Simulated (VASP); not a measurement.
# CdSe (I-4m2) in VASP: further runs, part 2 of 2

VASP 6.6.1. The steps go on from the part before.

### 3 Electric field gradients, LDA (equal xx and yy strain of -1 %)

INCAR reads:

```
PREC = Accurate ; ENCUT = 520
EDIFF = 1E-8 ; ISMEAR = -1
SIGMA = 0.03 ; LREAL = False
LASPH = True ; NELM = 80
ALGO = Normal ; ISIF = 2
LWAVE = False ; LCHARG = False
LEFG = True ; NBANDS = 16
```

KPOINTS reads:

```
Automatic mesh
0
Gamma
  8 8 8
```

POSCAR reads:

```
CdSe
1.0
    0.0000000000      3.0395684866      3.0702711986
    3.0395684866      0.0000000000      3.0702711986
    3.0395684866      3.0395684866      0.0000000000
Cd Se
1 1
Direct
    0.0000000000      0.0000000000      0.0000000000
    0.2500000000      0.2500000000      0.2500000000
```

Potentials or basis: VASP PAW LDA potentials, release 64 (Cd, Se).

Started as:

```console
cat potpaw_LDA.64/Cd/POTCAR potpaw_LDA.64/Se/POTCAR > POTCAR
mpirun -np 1 vasp_std > vasp.out
```

OUTCAR:

```text
PREC = Accurate
   ENCUT = 520
   EDIFF = 1E-8
   ISMEAR = -1
   LREAL = False
   LASPH = True
   NELM = 80
   ISIF = 2

 ion  position               nearest neighbor table
   1  0.000  0.000  0.000-   2 2.64   2 2.64   2 2.64   2 2.64
   2  0.250  0.250  0.250-   1 2.64   1 2.64   1 2.64   1 2.64

  LATTYP: Found a body centered tetragonal cell.
 ALAT       =     4.2985989775
 C/A-ratio  =     1.4284985479

  Lattice vectors:

 A1 = (  -3.0395684866,   0.0000000000,   3.0702711986)
 A2 = (   3.0395684866,   0.0000000000,   3.0702711986)
 A3 = (   0.0000000000,   3.0395684866,  -3.0702711986)

Analysis of symmetry for initial positions (statically):
=====================================================================
 Subroutine PRICEL returns:
 Original cell was already a primitive cell.

 Routine SETGRP: Setting up the symmetry group for a
 body centered tetragonal supercell.

 Subroutine GETGRP returns: Found  8 space group operations
 (whereof  8 operations were pure point group operations)
[... 644 lines left out ...]
     3.039568487  0.000000000  3.070271199     0.164497034 -0.164497034  0.162852063
     3.039568487  3.039568487  0.000000000     0.164497034  0.164497034 -0.162852063

 POSITION                                       TOTAL-FORCE (eV/Angst)
 -----------------------------------------------------------------------------------
      0.00000      0.00000      0.00000         0.000000      0.000000      0.000000
      1.51978      1.51978      1.53514        -0.000000     -0.000000      0.000000
 -----------------------------------------------------------------------------------
    total drift:                                0.000000      0.000000      0.000000

  FREE ENERGIE OF THE ION-ELECTRON SYSTEM (eV)
  ---------------------------------------------------
  free  energy   TOTEN  =        -6.7488309177 eV

  energy  without entropy=       -6.7488212769  energy(sigma->0) =       -6.74882610

 Electric field gradients (V/A^2)
---------------------------------------------------------------------
 ion       V_xx      V_yy      V_zz      V_xy      V_xz      V_yz
---------------------------------------------------------------------
   1       1.508     1.508    -3.016    -0.002    -0.002    -0.002
   2      -2.005    -2.005     4.010    -0.000    -0.000    -0.000
---------------------------------------------------------------------

 Electric field gradients after diagonalization (V/A^2)
 (convention: |V_zz| > |V_xx| > |V_yy|)
----------------------------------------------------------------------
 ion       V_xx      V_yy      V_zz     asymmetry (V_yy - V_xx)/ V_zz
----------------------------------------------------------------------
   1       1.510     1.506    -3.016       0.001
   2      -2.005    -2.005     4.010       0.000
----------------------------------------------------------------------

           NMR quadrupolar parameters

 Cq : quadrupolar parameter    Cq=e*Q*V_zz/h
 eta: asymmetry parameters     (V_yy - V_xx)/ V_zz
 Q  : nuclear electric quadrupole moment in mb (millibarn)
----------------------------------------------------------------------
 ion       Cq(MHz)       eta       Q (mb)
----------------------------------------------------------------------
   1      -0.007       0.001       1.000
   2       0.010       0.000       1.000
----------------------------------------------------------------------
```

OSZICAR:

```text
N       E                     dE             d eps       ncg     rms          rms(c)
DAV:   1     0.106641322310E+03    0.10664E+03   -0.87897E+03  1928   0.101E+03
DAV:   2    -0.303443952646E+01   -0.10968E+03   -0.10364E+03  2320   0.249E+02
DAV:   3    -0.710360252337E+01   -0.40692E+01   -0.40626E+01  2192   0.497E+01
DAV:   4    -0.712192906405E+01   -0.18327E-01   -0.18326E-01  2488   0.329E+00
DAV:   5    -0.712204825686E+01   -0.11919E-03   -0.11919E-03  2272   0.226E-01    0.609E+00
DAV:   6    -0.677899582963E+01    0.34305E+00   -0.52213E-01  2872   0.901E+00    0.481E+00
DAV:   7    -0.675235268304E+01    0.26643E-01   -0.11374E-01  2312   0.235E+00    0.207E+00
DAV:   8    -0.674912342715E+01    0.32293E-02   -0.11801E-02  2200   0.134E+00    0.204E-01
DAV:   9    -0.674883842348E+01    0.28500E-03   -0.12678E-03  2416   0.481E-01    0.415E-02
DAV:  10    -0.674882614674E+01    0.12277E-04   -0.11377E-04  2264   0.145E-01    0.349E-02
DAV:  11    -0.674883129615E+01   -0.51494E-05   -0.17196E-05  2424   0.355E-02    0.133E-02
DAV:  12    -0.674883088924E+01    0.40691E-06   -0.11150E-06  2296   0.146E-02    0.552E-03
DAV:  13    -0.674883093484E+01   -0.45603E-07   -0.36277E-07  2288   0.405E-03    0.217E-03
DAV:  14    -0.674883091911E+01    0.15740E-07   -0.27038E-08  2176   0.116E-03    0.102E-03
DAV:  15    -0.674883091766E+01    0.14495E-08   -0.46459E-09  1296   0.349E-04
   1 F= -.67488309E+01 E0= -.67488261E+01  d E =-.964074E-05
```

stdout:

```text
POSCAR found type information on POSCAR CdSe
 POSCAR found :  2 types and       2 ions
 scaLAPACK will be used
 LDA part: xc-table for (Slater(with rela. corr.)+CA(PZ))
 , standard interpolation
 POSCAR, INCAR and KPOINTS ok, starting setup
 FFT: planning ... GRIDC
 FFT: planning ... GRID_SOFT
 FFT: planning ... GRID
 WAVECAR not read
 entering main loop
ion   1

ion   2
```

Run time: 22 s. Hardware: 1 thread of Intel Xeon 6975P-C (Granite Rapids), shared host; peak memory 0.18 GiB.

What came out:

- Free energy: -6.7488 eV
- Pressure: -2.0 GPa
- Band gap on the k mesh: 0.33 eV, direct

Stress tensor (GPa, compression positive):
```
-1.90  0.00  0.00
 0.00 -1.90  0.00
 0.00  0.00 -2.11
```

Levels at points of the mesh, in eV from the valence-band top:
```tsv
k point	band 7	band 8	band 9	band 10	band 11	band 12
(0.00, 0.00, 0.00)	-0.03	0.00	0.00	0.33	5.78	5.78
(0.50, 0.00, 0.00)	-4.44	-0.78	-0.74	2.17	6.27	6.34
(0.50, 0.50, 0.00)	-4.17	-1.84	-1.84	2.96	3.65	8.77
(0.50, 0.00, 0.50)	-4.12	-1.89	-1.87	2.93	3.56	8.86
```

Electric field gradients, principal values (V/Å²):
```tsv
atom	least	middle	greatest (by size)
1 Cd	1.506	1.510	-3.016
2 Se	-2.005	-2.005	4.010
```

Caveat: the cell differs from its parent crystal (equal xx and yy strain of -1 %); without QUAD_EFG the Cq values of the log hold for a quadrupole moment of 1 mb, not for the nuclei.

### 4 Electric field gradients, LDA (zz strain of +1 %)

INCAR reads:

```
  PREC = Accurate
  ENCUT = 520
  EDIFF = 1E-8
  ISMEAR = -1
  SIGMA = 0.03
  LREAL = F
  LASPH = T
  NELM = 60
  ALGO = Normal
  ISIF = 2
  LWAVE = F
  LCHARG = F
  LEFG = T
  NBANDS = 16
```

KPOINTS is that of step 3.

POSCAR reads:

```
CdSe
1.0
    0.0000000000      3.0702711986      3.1009739106
    3.0702711986      0.0000000000      3.1009739106
    3.0702711986      3.0702711986      0.0000000000
Cd Se
1 1
Direct
    0.0000000000      0.0000000000      0.0000000000
    0.2500000000      0.2500000000      0.2500000000
```

Potentials or basis: VASP PAW LDA potentials, release 64 (Cd, Se).

Started as:

```console
cat potpaw_LDA.64/Cd/POTCAR potpaw_LDA.64/Se/POTCAR > POTCAR
mpirun -np 1 vasp_std > vasp.out
```

OUTCAR:

```text
PREC = Accurate
   ENCUT = 520
   EDIFF = 1E-8
   ISMEAR = -1
   LREAL = F
   LASPH = T
   NELM = 60
   ISIF = 2

 ion  position               nearest neighbor table
   1  0.000  0.000  0.000-   2 2.67   2 2.67   2 2.67   2 2.67
   2  0.250  0.250  0.250-   1 2.67   1 2.67   1 2.67   1 2.67

  LATTYP: Found a body centered tetragonal cell.
 ALAT       =     4.3420191692
 C/A-ratio  =     1.4283556980

  Lattice vectors:

 A1 = (  -3.0702711986,   0.0000000000,   3.1009739106)
 A2 = (   3.0702711986,   0.0000000000,   3.1009739106)
 A3 = (   0.0000000000,   3.0702711986,  -3.1009739106)

Analysis of symmetry for initial positions (statically):
=====================================================================
 Subroutine PRICEL returns:
 Original cell was already a primitive cell.

 Routine SETGRP: Setting up the symmetry group for a
 body centered tetragonal supercell.

 Subroutine GETGRP returns: Found  8 space group operations
 (whereof  8 operations were pure point group operations)
 out of a pool of 16 trial point group operations.

The static configuration has the point symmetry D_2d.

Analysis of symmetry for dynamics (positions and initial velocities):
=====================================================================
 Subroutine PRICEL returns:
 Original cell was already a primitive cell.

 Routine SETGRP: Setting up the symmetry group for a
 body centered tetragonal supercell.

 Subroutine GETGRP returns: Found  8 space group operations
 (whereof  8 operations were pure point group operations)
 out of a pool of 16 trial point group operations.

The dynamic configuration has the point symmetry D_2d.

 Subroutine INISYM returns: Found  8 space group operations
[... 150 lines left out ...]

 k-point     1 :       0.0000    0.0000    0.0000
  band No.  band energies     occupation
      1     -11.9326      2.00000
      2      -7.3229      2.00000
      3      -7.3188      2.00000
      4      -7.3188      2.00000
      5      -6.9822      2.00000
      6      -6.9796      2.00000
[... 433 lines left out ...]
      3      -7.2227      2.00000
      4      -7.0251      2.00000
      5      -6.9575      2.00000
      6      -6.9058      2.00000
[... 8 lines left out ...]
     15      11.3012      0.00000
     16      11.9022      0.00000

 [... further k-points ...]
[... 5 lines left out ...]
  --------------------------------------------------------------------------------------
  -------------------------------------------------------------------------------------
  Total       -1.1831080     -1.1831080     -1.2641877      0.0000000      0.0000000      0.0000000
  in kB      -32.4230135    -32.4230135    -34.6449996      0.0000000      0.0000000      0.0000000
  external PRESSURE =     -33.1636755 kB  Pullay stress =       0.0000000 kB

 VOLUME and BASIS-vectors are now :
 -----------------------------------------------------------------------------
  energy-cutoff  :      520.00
  volume of cell :       58.46
      direct lattice vectors                 reciprocal lattice vectors
     0.000000000  3.070271199  3.100973911    -0.162852063  0.162852063  0.161239667
     3.070271199  0.000000000  3.100973911     0.162852063 -0.162852063  0.161239667
     3.070271199  3.070271199  0.000000000     0.162852063  0.162852063 -0.161239667

 POSITION                                       TOTAL-FORCE (eV/Angst)
 -----------------------------------------------------------------------------------
      0.00000      0.00000      0.00000         0.000000      0.000000      0.000000
      1.53514      1.53514      1.55049        -0.000000     -0.000000      0.000000
 -----------------------------------------------------------------------------------
    total drift:                               -0.000000     -0.000000      0.000000

  FREE ENERGIE OF THE ION-ELECTRON SYSTEM (eV)
  ---------------------------------------------------
  free  energy   TOTEN  =        -6.7201179704 eV

  energy  without entropy=       -6.7200950393  energy(sigma->0) =       -6.72010650

 Electric field gradients (V/A^2)
---------------------------------------------------------------------
 ion       V_xx      V_yy      V_zz      V_xy      V_xz      V_yz
---------------------------------------------------------------------
   1       1.444     1.444    -2.888    -0.002    -0.002    -0.002
   2      -1.971    -1.971     3.942    -0.000    -0.000    -0.000
---------------------------------------------------------------------

 Electric field gradients after diagonalization (V/A^2)
 (convention: |V_zz| > |V_xx| > |V_yy|)
----------------------------------------------------------------------
 ion       V_xx      V_yy      V_zz     asymmetry (V_yy - V_xx)/ V_zz
----------------------------------------------------------------------
   1       1.447     1.442    -2.888       0.002
   2      -1.971    -1.971     3.942       0.000
----------------------------------------------------------------------

           NMR quadrupolar parameters

 Cq : quadrupolar parameter    Cq=e*Q*V_zz/h
 eta: asymmetry parameters     (V_yy - V_xx)/ V_zz
 Q  : nuclear electric quadrupole moment in mb (millibarn)
----------------------------------------------------------------------
 ion       Cq(MHz)       eta       Q (mb)
----------------------------------------------------------------------
   1      -0.007       0.002       1.000
   2       0.010       0.000       1.000
----------------------------------------------------------------------
```

OSZICAR:

```text
N       E                     dE             d eps       ncg     rms          rms(c)
DAV:   1     0.107430694983E+03    0.10743E+03   -0.85444E+03  1920   0.989E+02
DAV:   2    -0.291054088651E+01   -0.11034E+03   -0.10429E+03  2288   0.250E+02
DAV:   3    -0.707731873213E+01   -0.41668E+01   -0.41596E+01  2240   0.498E+01
DAV:   4    -0.709618304743E+01   -0.18864E-01   -0.18864E-01  2432   0.337E+00
DAV:   5    -0.709630536510E+01   -0.12232E-03   -0.12232E-03  2336   0.233E-01    0.570E+00
DAV:   6    -0.674990645023E+01    0.34640E+00   -0.53024E-01  2832   0.882E+00    0.456E+00
DAV:   7    -0.672386556862E+01    0.26041E-01   -0.10816E-01  2320   0.229E+00    0.200E+00
DAV:   8    -0.672040678793E+01    0.34588E-02   -0.10965E-02  2232   0.127E+00    0.197E-01
DAV:   9    -0.672012377337E+01    0.28301E-03   -0.12049E-03  2432   0.456E-01    0.425E-02
DAV:  10    -0.672011280494E+01    0.10968E-04   -0.11097E-04  2256   0.141E-01    0.361E-02
DAV:  11    -0.672011837196E+01   -0.55670E-05   -0.17344E-05  2384   0.353E-02    0.142E-02
DAV:  12    -0.672011794958E+01    0.42238E-06   -0.10268E-06  2320   0.134E-02    0.593E-03
DAV:  13    -0.672011798477E+01   -0.35192E-07   -0.38576E-07  2296   0.405E-03    0.195E-03
DAV:  14    -0.672011797191E+01    0.12859E-07   -0.23273E-08  2200   0.904E-04    0.101E-03
DAV:  15    -0.672011797045E+01    0.14668E-08   -0.37959E-09  1248   0.312E-04
   1 F= -.67201180E+01 E0= -.67201065E+01  d E =-.229312E-04
```

stdout:

```text
POSCAR found type information on POSCAR CdSe
 POSCAR found :  2 types and       2 ions
 scaLAPACK will be used
 LDA part: xc-table for (Slater(with rela. corr.)+CA(PZ))
 , standard interpolation
 POSCAR, INCAR and KPOINTS ok, starting setup
 FFT: planning ... GRIDC
 FFT: planning ... GRID_SOFT
 FFT: planning ... GRID
 WAVECAR not read
 entering main loop
ion   1

ion   2
```

Wall time 22 s (1 thread of Intel Xeon 6975P-C (Granite Rapids), shared host); peak memory 0.19 GiB.

What came out:

```yaml
Free_energy: -6.7201 eV
Pressure: -3.3 GPa
Band_gap_on_the_k_mesh: 0.27 eV, direct
```

Stress tensor (GPa, compression positive):
```
-3.24  0.00  0.00
 0.00 -3.24  0.00
 0.00  0.00 -3.46
```

Levels at points of the mesh, in eV from the valence-band top:
```tsv
k point	band 6	band 7	band 8	band 9	band 10	band 11	band 12	band 13
(0.00, 0.00, 0.00)	-7.49	-0.03	0.00	0.00	0.27	5.78	5.78	5.78
(0.50, 0.00, 0.00)	-7.23	-4.27	-0.74	-0.70	2.13	6.26	6.33	7.07
(0.50, 0.50, 0.00)	-7.18	-4.04	-1.74	-1.74	3.01	3.61	8.63	9.79
(0.50, 0.00, 0.50)	-7.17	-3.98	-1.79	-1.77	2.98	3.53	8.72	9.72
```

Electric field gradients, principal values (V/Å²):
```
atom   least  middle  greatest (by size)
1 Cd   1.442   1.447              -2.888
2 Se  -1.971  -1.971               3.942
```

Caveat: the cell differs from its parent crystal (zz strain of +1 %); without QUAD_EFG the Cq values of the log hold for a quadrupole moment of 1 mb, not for the nuclei.

### 5 Summary

```csv
cell,gap on the mesh (eV),pressure (GPa)
"a = 4.299, b = 4.299, c = 4.342 Å, angles 59.7, 59.7, 60.7°, 2 atoms",0.30,-2.0
"a = 4.320, b = 4.320, c = 4.299 Å, angles 60.2, 60.2, 59.7°, 2 atoms",0.33,-2.0
"a = 4.364, b = 4.364, c = 4.342 Å, angles 60.2, 60.2, 59.7°, 2 atoms",0.27,-3.3
```

Alike in all rows: task electric field gradients; level LDA; potentials or basis VASP PAW LDA potentials, release 64 (Cd, Se); no spin polarisation; k mesh 8 × 8 × 8; cutoff (eV) 520; smearing fermi-dirac 0.03 eV.

Total energies depend on the potentials used, so only differences within one code and one set of settings carry meaning.
